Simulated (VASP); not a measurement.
# Cd17Te16 (a cell with a defect) in VASP: single point with PBE

Aim: the single point of Cd17Te16 (a cell with a defect) with PBE.

Everything below comes from runs of VASP 6.6.1. Logs are shortened: lines on timing, memory, paths and dates and some standing lists are left out, and cuts for length are marked.

## Step 1: The cell of the first run

The cell holds a defect, 33 atoms: a = 11.465 Å, b = 11.465 Å, c = 11.465 Å, α = 109.47°, β = 109.47°, γ = 109.47°.

## Step 2: Single point, PBE (with an interstitial atom, then relaxed in part)

Input file INCAR:

```
  ALGO = Normal
  EDIFF = 1E-6
  ENCUT = 520
  GGA = PE
  ISIF = 2
  ISMEAR = 0
  LASPH = True
  LCHARG = False
  LREAL = Auto
  LWAVE = False
  NBANDS = 172
  NELM = 60
  PREC = Accurate
  SIGMA = 0.01
```

Input file KPOINTS:

```
Automatic mesh
0
Gamma
  2 2 2
  0.5 0.5 0.5
```

Input file POSCAR:

```
Cd17Te16
1.0
   -6.6192623106      6.6192623106      6.6192623106
    6.6192623106     -6.6192623106      6.6192623106
    6.6192623106      6.6192623106     -6.6192623106
Cd Te
17 16
Direct
    0.0028816216      0.2537196020      0.7500000000
    0.0008379803      0.4971183784      0.4971183784
    0.0028816216      0.7500000000      0.2537196020
    0.2537196020      0.0028816216      0.7500000000
    0.0079952870      0.0079952870      0.0079952870
    0.2462803980      0.2462803980      0.4991620197
    0.2462803980      0.4991620197      0.2462803980
    0.4920047130      0.7500000000      0.7500000000
    0.2537196020      0.7500000000      0.0028816216
    0.4971183784      0.0008379803      0.4971183784
    0.4991620197      0.2462803980      0.2462803980
    0.7500000000      0.4920047130      0.7500000000
    0.4971183784      0.4971183784      0.0008379803
    0.7500000000      0.7500000000      0.4920047130
    0.7500000000      0.0028816216      0.2537196020
    0.7500000000      0.2537196020      0.0028816216
    0.7500000000      0.7500000000      0.7500000000
    0.2500000000      0.5000000000      0.0000000000
    0.2455905650      0.7500000000      0.7500000000
    0.2500000000      0.0000000000      0.5000000000
    0.5000000000      0.2500000000      0.0000000000
    0.2544094350      0.2544094350      0.2544094350
    0.4927343439      0.4927343439      0.7500000000
    0.4927343439      0.7500000000      0.4927343439
    0.7500000000      0.0072656561      0.0072656561
    0.5000000000      0.0000000000      0.2500000000
    0.7500000000      0.2455905650      0.7500000000
    0.7500000000      0.4927343439      0.4927343439
    0.0072656561      0.7500000000      0.0072656561
    0.7500000000      0.7500000000      0.2455905650
    0.0072656561      0.0072656561      0.7500000000
    0.0000000000      0.2500000000      0.5000000000
    0.0000000000      0.5000000000      0.2500000000
```

Potentials or basis: VASP PAW PBE potentials, release 64 (Cd, Te).

Run with:

```sh
> cat potpaw_PBE.64/Cd/POTCAR potpaw_PBE.64/Te/POTCAR > POTCAR
> mpirun -np 1 vasp_std > vasp.out
```

OUTCAR:

```text
EDIFF = 1E-6
   ENCUT = 520
   GGA = PE
   ISIF = 2
   ISMEAR = 0
   LASPH = True
   LREAL = Auto
   NELM = 60
   PREC = Accurate

 ion  position               nearest neighbor table
   1  0.003  0.254  0.750-  18 2.84  32 2.84  31 2.84  27 2.87
   2  0.001  0.497  0.497-  32 2.84  33 2.84  28 2.84  19 2.87
   3  0.003  0.750  0.254-  20 2.84  33 2.84  29 2.84  30 2.87
   4  0.254  0.003  0.750-  20 2.84  21 2.84  31 2.84  19 2.87
   5  0.008  0.008  0.008-  22 2.83  25 2.95  29 2.95  31 2.95  17 2.96
   6  0.246  0.246  0.499-  20 2.84  32 2.84  23 2.84  22 2.87
   7  0.246  0.499  0.246-  18 2.84  33 2.84  24 2.84  22 2.87
   8  0.492  0.750  0.750-  19 2.83  23 2.95  24 2.95  25 2.95  17 2.96
   9  0.254  0.750  0.003-  18 2.84  26 2.84  29 2.84  19 2.87
  10  0.497  0.001  0.497-  20 2.84  26 2.84  24 2.84  27 2.87
  11  0.499  0.246  0.246-  21 2.84  26 2.84  28 2.84  22 2.87
  12  0.750  0.492  0.750-  27 2.83  23 2.95  28 2.95  29 2.95  17 2.96
  13  0.497  0.497  0.001-  18 2.84  21 2.84  23 2.84  30 2.87
  14  0.750  0.750  0.492-  30 2.83  28 2.95  24 2.95  31 2.95  17 2.96
  15  0.750  0.003  0.254-  32 2.84  26 2.84  25 2.84  30 2.87
  16  0.750  0.254  0.003-  21 2.84  33 2.84  25 2.84  27 2.87
  17  0.750  0.750  0.750-   5 2.96   8 2.96  12 2.96  14 2.96  23 3.41  24 3.41  25 3.41  28 3.41
                            29 3.41  31 3.41
  18  0.250  0.500  0.000-   7 2.84   9 2.84   1 2.84  13 2.84
  19  0.246  0.750  0.750-   8 2.83   4 2.87   9 2.87   2 2.87
  20  0.250  0.000  0.500-   6 2.84   3 2.84   4 2.84  10 2.84
  21  0.500  0.250  0.000-  11 2.84  16 2.84   4 2.84  13 2.84
  22  0.254  0.254  0.254-   5 2.83   7 2.87  11 2.87   6 2.87
  23  0.493  0.493  0.750-  13 2.84   6 2.84  12 2.95   8 2.95  17 3.41
  24  0.493  0.750  0.493-  10 2.84   7 2.84   8 2.95  14 2.95  17 3.41
  25  0.750  0.007  0.007-  15 2.84  16 2.84   5 2.95   8 2.95  17 3.41
  26  0.500  0.000  0.250-  11 2.84   9 2.84  15 2.84  10 2.84
  27  0.750  0.246  0.750-  12 2.83   1 2.87  16 2.87  10 2.87
  28  0.750  0.493  0.493-   2 2.84  11 2.84  12 2.95  14 2.95  17 3.41
  29  0.007  0.750  0.007-   3 2.84   9 2.84   5 2.95  12 2.95  17 3.41
  30  0.750  0.750  0.246-  14 2.83   3 2.87  15 2.87  13 2.87
  31  0.007  0.007  0.750-   1 2.84   4 2.84   5 2.95  14 2.95  17 3.41
  32  0.000  0.250  0.500-   6 2.84  15 2.84   1 2.84   2 2.84
  33  0.000  0.500  0.250-   7 2.84  16 2.84   3 2.84   2 2.84

  LATTYP: Found a body centered cubic cell.
 ALAT       =    13.2385246212

  Lattice vectors:

 A1 = (  -6.6192623106,   6.6192623106,   6.6192623106)
 A2 = (   6.6192623106,  -6.6192623106,   6.6192623106)
 A3 = (   6.6192623106,   6.6192623106,  -6.6192623106)

Analysis of symmetry for initial positions (statically):
=====================================================================
 Subroutine PRICEL returns:
[... 183 lines left out ...]
     AMIX     =   0.40;   BMIX     =  1.00
     AMIX_MAG =   1.60;   BMIX_MAG =  1.00
  volume/ion in A,a.u.               =      35.15       237.23
  Fermi-wavevector in a.u.,A,eV,Ry     =   1.043003  1.970990 14.801176  1.087856
  Thomas-Fermi vector in A             =   2.177693
   LORBIT       =      0    0 simple, 1 ext, 2 COOP (PROOUT), +10 PAW based schemes
   GGA     = PE    functional components
   LHFCALC =     F    Hartree Fock is set to
   AEXX    =    0.0000 exact exchange contribution
   IVDW    =     0    specifies the selected vdW correction
   LEPSILON=     F    determine dielectric tensor
   LRPA    =     F    only Hartree local field effects (RPA)
 non-spin polarized calculation
 Gauss-broadening in eV      SIGMA  =   0.01
  energy-cutoff  :      520.00
  volume of cell :     1160.08
 maximum number of plane-waves:     31245
 NGX is ok and might be reduce to    90
   NGX = 43   NGY = 43   NGZ = 43

 number of electron     300.0000018 magnetization

 Free energy of the ion-electron system (eV)
  ---------------------------------------------------
  ext. energy  EPLUGINS =         0.00000000
  ---------------------------------------------------
  free energy    TOTEN  =       -76.09280675 eV

  energy without entropy =      -76.09280675  energy(sigma->0) =      -76.09280675

 E-fermi :   3.0151     XC(G=0):  -8.4434

 val. band max:        2.9273047607   @ k =  -0.2500   0.2500   0.2500
 cond. band min:       3.6874172168   @ k =   0.2500   0.2500   0.2500
 fundamental gap:      0.7601124561
 Fermi energy:         3.0151437004

 k-point     1 :       0.2500    0.2500    0.2500
  band No.  band energies     occupation
      1      -8.7966      2.00000
      2      -8.7966      2.00000
      3      -8.7966      2.00000
      4      -8.7609      2.00000
      5      -8.5930      2.00000
      6      -8.5930      2.00000
[... 154 lines left out ...]
    161       4.8634      0.00000
    162       4.8634      0.00000

 k-point     2 :      -0.2500    0.2500    0.2500
  band No.  band energies     occupation
      1      -8.8963      2.00000
      2      -8.7121      2.00000
      3      -8.7121      2.00000
      4      -8.7072      2.00000
      5      -8.6625      2.00000
      6      -8.6509      2.00000
[... 154 lines left out ...]
    161       5.0211      0.00000
    162       5.1213      0.00000
 [bands above 162 left out]

------------------------ aborting loop because EDIFF is reached ----------------------------------------

  FORCE on cell =-STRESS in cart. coord.  units (eV):
  Direction    XX          YY          ZZ          XY          YZ          ZX
  --------------------------------------------------------------------------------------
  -------------------------------------------------------------------------------------
  Total        7.1281481      7.1281481      7.1281481      0.0000000      0.0000000     -0.0000000
  in kB        9.8446103      9.8446103      9.8446103      0.0000000      0.0000000     -0.0000000
  external PRESSURE =       9.8446103 kB  Pullay stress =       0.0000000 kB

 VOLUME and BASIS-vectors are now :
 -----------------------------------------------------------------------------
  energy-cutoff  :      520.00
  volume of cell :     1160.08
      direct lattice vectors                 reciprocal lattice vectors
    -6.619262311  6.619262311  6.619262311     0.000000000  0.075537118  0.075537118
     6.619262311 -6.619262311  6.619262311     0.075537118  0.000000000  0.075537118
     6.619262311  6.619262311 -6.619262311     0.075537118  0.075537118  0.000000000

 POSITION                                       TOTAL-FORCE (eV/Angst)
 -----------------------------------------------------------------------------------
      6.62481      3.30408     -3.26594        -0.009057      0.009057      0.006158
      6.57557      0.00555      0.00555        -0.006158     -0.009057     -0.009057
      6.62481     -3.26594      3.30408        -0.009057      0.006158      0.009057
      3.30408      6.62481     -3.26594         0.009057     -0.009057      0.006158
      0.05292      0.05292      0.05292         0.000959      0.000959      0.000959
      3.30408      3.30408     -0.04370         0.009057      0.009057     -0.006158
[... 25 lines left out ...]
      4.96445      1.65482     -1.65482         0.000000      0.000000     -0.000000
      4.96445     -1.65482      1.65482        -0.000000      0.000000     -0.000000
 -----------------------------------------------------------------------------------
    total drift:                               -0.000021     -0.000021     -0.000008

  FREE ENERGIE OF THE ION-ELECTRON SYSTEM (eV)
  ---------------------------------------------------
  free  energy   TOTEN  =       -76.0928067539 eV

  energy  without entropy=      -76.0928067539  energy(sigma->0) =      -76.09280675
```

Run time: 27 min. Hardware: 1 thread of Oxide Virtual Turin-like, shared host; peak memory 1.4 GiB.

Results:

```
Free energy            : -76.0928 eV
Pressure               : 1.0 GPa
Largest force          : 0.023 eV/Å
Band gap on the k mesh : 0.76 eV
```

Forces in eV/Å, atoms in the order of the input:
```
Cd  -0.009  0.009  0.006
Cd  -0.006 -0.009 -0.009
Cd  -0.009  0.006  0.009
Cd   0.009 -0.009  0.006
Cd   0.001  0.001  0.001
Cd   0.009  0.009 -0.006
Cd   0.009 -0.006  0.009
Cd   0.001 -0.001 -0.001
Cd   0.009  0.006 -0.009
Cd  -0.009 -0.006 -0.009
Cd  -0.006  0.009  0.009
Cd  -0.001  0.001 -0.001
Cd  -0.009 -0.009 -0.006
Cd  -0.001 -0.001  0.001
Cd   0.006 -0.009  0.009
Cd   0.006  0.009 -0.009
Cd   0.000  0.000  0.000
Te   0.000  0.000  0.000
Te  -0.013  0.013  0.013
Te   0.000  0.000  0.000
Te   0.000  0.000  0.000
Te  -0.013 -0.013 -0.013
Te   0.000  0.000  0.008
Te   0.000  0.008  0.000
Te  -0.008  0.000  0.000
Te   0.000  0.000  0.000
Te   0.013 -0.013  0.013
Te   0.008  0.000  0.000
Te   0.000 -0.008  0.000
Te   0.013  0.013 -0.013
Te   0.000  0.000 -0.008
Te   0.000  0.000  0.000
Te   0.000  0.000  0.000
```

Caveat: the cell differs from its parent crystal (with an interstitial atom, then relaxed in part); spin-orbit coupling is left out, which moves the levels of the heavy elements.
